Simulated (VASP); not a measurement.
# SrCl2 (Fm-3m) in VASP: a series of runs

The runs below take SrCl2 through single point, relaxation of cell and atoms, with PBEsol.

All numbers are computed with VASP 6.6.1; they aren't measurements. Logs are shortened: lines on timing, memory, paths and dates and some standing lists are left out, and cuts for length are marked.

## Step 1: The cell of the first run

The structure is cubic, space group Fm-3m (No. 225). The conventional cell has a = 6.911 Å, b = 6.911 Å, c = 6.911 Å, α = 90.00°, β = 90.00°, γ = 90.00°. Within 3.9 Å of Sr (site symmetry m-3m) lie 8 Cl at 2.99 Å. Cl (site symmetry -43m) has 4 Sr at 2.99 Å and 6 Cl at 3.46 Å within 3.9 Å.

## Step 2: Single point, PBEsol

File INCAR:

```
SYSTEM = SrCl2
PREC = Accurate
ENCUT = 500
EDIFF = 1E-6
ISMEAR = 0
SIGMA = 0.01
LREAL = .FALSE.
LASPH = .TRUE.
NELM = 120
ALGO = Normal
ISIF = 2
LWAVE = .FALSE.
LCHARG = .FALSE.
GGA = PS
NBANDS = 19
GGA_COMPAT = .FALSE.
```

File KPOINTS:

```
regular mesh
0
G
  6 6 6
  0 0 0
```

File POSCAR:

```
SrCl2
1.0
    0.0000000000      3.4553133486      3.4553133486
    3.4553133486      0.0000000000      3.4553133486
    3.4553133486      3.4553133486      0.0000000000
Sr Cl
1 2
Direct
    0.0000000000      0.0000000000      0.0000000000
    0.2500000000      0.2500000000      0.2500000000
    0.7500000000      0.7500000000      0.7500000000
```

Potentials or basis: VASP PAW PBE potentials, release 64 (Sr_sv, Cl).

The run is started by

```
$ cat potpaw_PBE.64/Sr_sv/POTCAR potpaw_PBE.64/Cl/POTCAR > POTCAR
$ mpirun -np 1 vasp_std > vasp.out
```

OUTCAR:

```text
SYSTEM = SrCl2
   PREC = Accurate
   ENCUT = 500
   EDIFF = 1E-6
   ISMEAR = 0
   LREAL = .FALSE.
   LASPH = .TRUE.
   NELM = 120
   ISIF = 2
   GGA = PS

 ion  position               nearest neighbor table
   1  0.000  0.000  0.000-   3 2.99   3 2.99   3 2.99   2 2.99   3 2.99   2 2.99   2 2.99   2 2.99

   2  0.250  0.250  0.250-   1 2.99   1 2.99   1 2.99   1 2.99
   3  0.750  0.750  0.750-   1 2.99   1 2.99   1 2.99   1 2.99

  LATTYP: Found a face centered cubic cell.
 ALAT       =     6.9106266972

  Lattice vectors:

 A1 = (   0.0000000000,   3.4553133486,   3.4553133486)
 A2 = (   3.4553133486,   0.0000000000,   3.4553133486)
 A3 = (   3.4553133486,   3.4553133486,   0.0000000000)

Analysis of symmetry for initial positions (statically):
=====================================================================
 Subroutine PRICEL returns:
 Original cell was already a primitive cell.

 Routine SETGRP: Setting up the symmetry group for a
 face centered cubic supercell.

 Subroutine GETGRP returns: Found 48 space group operations
 (whereof 48 operations were pure point group operations)
 out of a pool of 48 trial point group operations.

The static configuration has the point symmetry O_h .

Analysis of symmetry for dynamics (positions and initial velocities):
=====================================================================
 Subroutine PRICEL returns:
 Original cell was already a primitive cell.

 Routine SETGRP: Setting up the symmetry group for a
 face centered cubic supercell.

 Subroutine GETGRP returns: Found 48 space group operations
 (whereof 48 operations were pure point group operations)
 out of a pool of 48 trial point group operations.

The dynamic configuration has the point symmetry O_h .

 Subroutine INISYM returns: Found 48 space group operations
 (whereof 48 operations are pure point group operations),
 and found     1 'primitive' translations

----------------------------------------------------------------------------------------

                                     Primitive cell

  volume of cell :      82.5073

  direct lattice vectors                    reciprocal lattice vectors
     0.000000000  3.455313349  3.455313349    -0.144704676  0.144704676  0.144704676
     3.455313349  0.000000000  3.455313349     0.144704676 -0.144704676  0.144704676
     3.455313349  3.455313349  0.000000000     0.144704676  0.144704676 -0.144704676

  length of vectors
     4.886551000  4.886551000  4.886551000     0.250635852  0.250635852  0.250635852

  position of ions in fractional coordinates (direct lattice)
     0.000000000  0.000000000  0.000000000
     0.250000000  0.250000000  0.250000000
[... 72 lines left out ...]
   EDIFFG = 0.1E-04   stopping-criterion for IOM
   NSW    =      0    number of steps for IOM
   IBRION =     -1    ionic relax: 0-MD 1-quasi-New 2-CG
   NFREE  =      0    steps in history (QN), initial steepest desc. (CG)
   ISIF   =      2    stress and relaxation
   ISYM   =      2    0-nonsym 1-usesym 2-fastsym
   POTIM  = 0.5000    time-step for ionic-motion
   TEBEG  =    0.0;   TEEND  =   0.0 temperature during run
   PSTRESS=    0.0 pullay stress
   NELECT =      24.0000    total number of electrons
   NUPDOWN=      -1.0000    fix difference up-down
   EMIN   =  10.00;   EMAX   =-10.00  energy-range for DOS
   EFERMI =   0.00;   METHOD = LEGACY
   ISMEAR =     0;   SIGMA  =   0.01  broadening in eV -4-tet -1-fermi 0-gaus
   EFERMI_NEDOS =   21; number of points for ismear=-14 and -15
   IALGO  =     38    algorithm
   IMIX   =      4    mixing-type and parameters
     AMIX     =   0.40;   BMIX     =  1.00
     AMIX_MAG =   1.60;   BMIX_MAG =  1.00
  volume/ion in A,a.u.               =      27.50       185.60
  Fermi-wavevector in a.u.,A,eV,Ry     =   1.084712  2.049809 16.008619  1.176600
  Thomas-Fermi vector in A             =   2.220809
   LORBIT       =      0    0 simple, 1 ext, 2 COOP (PROOUT), +10 PAW based schemes
   GGA     = PS    functional components
   LHFCALC =     F    Hartree Fock is set to
   AEXX    =    0.0000 exact exchange contribution
   IVDW    =     0    specifies the selected vdW correction
   LEPSILON=     F    determine dielectric tensor
   LRPA    =     F    only Hartree local field effects (RPA)
 non-spin polarized calculation
 Gauss-broadening in eV      SIGMA  =   0.01
  energy-cutoff  :      500.00
  volume of cell :       82.51
 maximum number of plane-waves:      2121
   NGX = 17   NGY = 17   NGZ = 17

 number of electron      24.0000002 magnetization

 Free energy of the ion-electron system (eV)
  ---------------------------------------------------
  ext. energy  EPLUGINS =         0.00000000
  ---------------------------------------------------
  free energy    TOTEN  =       -13.34246576 eV

  energy without entropy =      -13.34246576  energy(sigma->0) =      -13.34246576

 E-fermi :   0.3566     XC(G=0):  -8.6187

 val. band max:        0.2741080154   @ k =   0.5000   0.5000   0.0000
 cond. band min:       5.5117987991   @ k =   0.0000   0.0000   0.0000
 fundamental gap:      5.2376907837
 Fermi energy:         0.3566305182

 k-point     1 :       0.0000    0.0000    0.0000
  band No.  band energies     occupation
      1     -32.4360      2.00000
      2     -14.4660      2.00000
      3     -14.4660      2.00000
      4     -14.4660      2.00000
      5     -13.1146      2.00000
      6     -12.1859      2.00000
[... 329 lines left out ...]
      6     -12.2890      2.00000
[... 11 lines left out ...]
     18       9.8800      0.00000
     19      10.2863      0.00000

------------------------ aborting loop because EDIFF is reached ----------------------------------------

  FORCE on cell =-STRESS in cart. coord.  units (eV):
  Direction    XX          YY          ZZ          XY          YZ          ZX
  --------------------------------------------------------------------------------------
  -------------------------------------------------------------------------------------
  Total        0.0400580      0.0400580      0.0400580      0.0000000      0.0000000      0.0000000
  in kB        0.7778702      0.7778702      0.7778702      0.0000000      0.0000000      0.0000000
  external PRESSURE =       0.7778702 kB  Pullay stress =       0.0000000 kB

 VOLUME and BASIS-vectors are now :
 -----------------------------------------------------------------------------
  energy-cutoff  :      500.00
  volume of cell :       82.51
      direct lattice vectors                 reciprocal lattice vectors
     0.000000000  3.455313349  3.455313349    -0.144704676  0.144704676  0.144704676
     3.455313349  0.000000000  3.455313349     0.144704676 -0.144704676  0.144704676
     3.455313349  3.455313349  0.000000000     0.144704676  0.144704676 -0.144704676

 POSITION                                       TOTAL-FORCE (eV/Angst)
 -----------------------------------------------------------------------------------
      0.00000      0.00000      0.00000        -0.000000      0.000000     -0.000000
      1.72766      1.72766      1.72766        -0.000000     -0.000000     -0.000000
      5.18297      5.18297      5.18297         0.000000      0.000000      0.000000
 -----------------------------------------------------------------------------------
    total drift:                                0.000000      0.000000      0.000000

  FREE ENERGIE OF THE ION-ELECTRON SYSTEM (eV)
  ---------------------------------------------------
  free  energy   TOTEN  =       -13.3424657597 eV

  energy  without entropy=      -13.3424657597  energy(sigma->0) =      -13.34246576
```

stdout:

```text
POSCAR found type information on POSCAR SrCl
 POSCAR found :  2 types and       3 ions
 scaLAPACK will be used
 -----------------------------------------------------------------------------
|                                                                             |
|                                                                             |
|     You enforced a specific xc type in the INCAR file but a different       |
|     I HOPE YOU KNOW WHAT YOU ARE DOING!                                     |
|                                                                             |
 -----------------------------------------------------------------------------

 LDA part: xc-table for (Slater+PW92), standard interpolation
 POSCAR, INCAR and KPOINTS ok, starting setup
 FFT: planning ... GRIDC
 FFT: planning ... GRID_SOFT
 FFT: planning ... GRID
 WAVECAR not read
 entering main loop
```

Wall time 21 s (1 thread of Intel Xeon 8259CL, shared host); peak memory 0.2 GiB.

Results:

```yaml
Free_energy: -13.3425 eV
Pressure: 0.1 GPa
Band_gap_on_the_k_mesh: 5.24 eV (least direct gap 5.34 eV)
```

Caveat: the PAW data sets were made with another functional, which shifts forces and pressure a little. A k mesh can miss the band edges.

## Step 3: Relaxation of cell and atoms, PBEsol

This run uses another cell than the first one, of 28.30 Å³/atom.

File INCAR:

```
PREC = Accurate
ENCUT = 500
EDIFF = 1E-7
ISMEAR = 0
SIGMA = 0.01
LREAL = F
LASPH = T
NELM = 120
ALGO = Normal
ISIF = 3
LWAVE = F
LCHARG = F
GGA = PS
IBRION = 2
NSW = 60
EDIFFG = -0.01
GGA_COMPAT = F
NELMIN = 4
```

File KPOINTS:

```
Automatic mesh
0
Gamma
  6 6 6
```

File POSCAR:

```
SrCl2
1.0
    0.0000000000      3.4883500000      3.4883500000
    3.4883500000      0.0000000000      3.4883500000
    3.4883500000      3.4883500000      0.0000000000
Sr Cl
1 2
Direct
    0.0000000000      0.0000000000      0.0000000000
    0.2500000000      0.2500000000      0.2500000000
    0.7500000000      0.7500000000      0.7500000000
```

Potentials or basis: VASP PAW PBE potentials, release 64 (Sr_sv, Cl).

The run is started by

```
$ cat potpaw_PBE.64/Sr_sv/POTCAR potpaw_PBE.64/Cl/POTCAR > POTCAR
$ mpirun -np 1 vasp_std > vasp.out
```

It took 60 s on 1 thread of Intel Xeon 8259CL, shared host; peak memory 0.22 GiB.

The run converged. Its results:

| Quantity | Value |
| --- | --- |
| Free energy | -13.3433 eV |
| Relaxed volume | 27.57 Å³/atom |
| Relaxed cell | a = 4.890 Å, b = 4.890 Å, c = 4.890 Å, α = 60.00°, β = 60.00°, γ = 60.00° |
| Space group after relaxing (to 0.1 Å) | Fm-3m (No. 225) |
| Energy gained by relaxing | 2.2 meV/atom |
| Ionic steps | 3 |
| Pressure after relaxing | 0.0 GPa |
| Band gap on the k mesh | 5.23 eV (least direct gap 5.34 eV) |

Step by step:
| step | energy change (eV) | largest force (eV/Å) | pressure (GPa) | volume (Å³) |
| --- | --- | --- | --- | --- |
| 1 | 0.0000 | 0.0000 | -0.95 | 84.90 |
| 2 | -0.0066 | 0.0000 | -0.07 | 82.85 |
| 3 | -0.0067 | 0.0000 | 0.00 | 82.71 |

Final structure:
```
CELL_PARAMETERS angstrom
0.00000 3.45808 3.45808
3.45808 0.00000 3.45808
3.45808 3.45808 0.00000
ATOMIC_POSITIONS crystal
Sr 0.00000 0.00000 0.00000
Cl 0.25000 0.25000 0.25000
Cl 0.75000 0.75000 0.75000
```

Levels at points of the mesh, in eV from the valence-band top:
| k point | band 9 | band 10 | band 11 | band 12 | band 13 | band 14 | band 15 | band 16 |
| --- | --- | --- | --- | --- | --- | --- | --- | --- |
| (0.00, 0.00, 0.00) | -2.26 | -0.35 | -0.35 | -0.35 | 5.23 | 5.96 | 5.96 | 8.92 |
| (0.50, 0.00, 0.00) | -1.59 | -1.40 | -1.11 | -1.11 | 6.62 | 6.62 | 7.50 | 7.74 |
| (0.50, 0.50, 0.00) | -1.98 | -0.43 | -0.43 | 0.00 | 5.34 | 6.99 | 7.58 | 8.01 |

Caveat: the PAW data sets were made with another functional, which shifts forces and pressure a little.
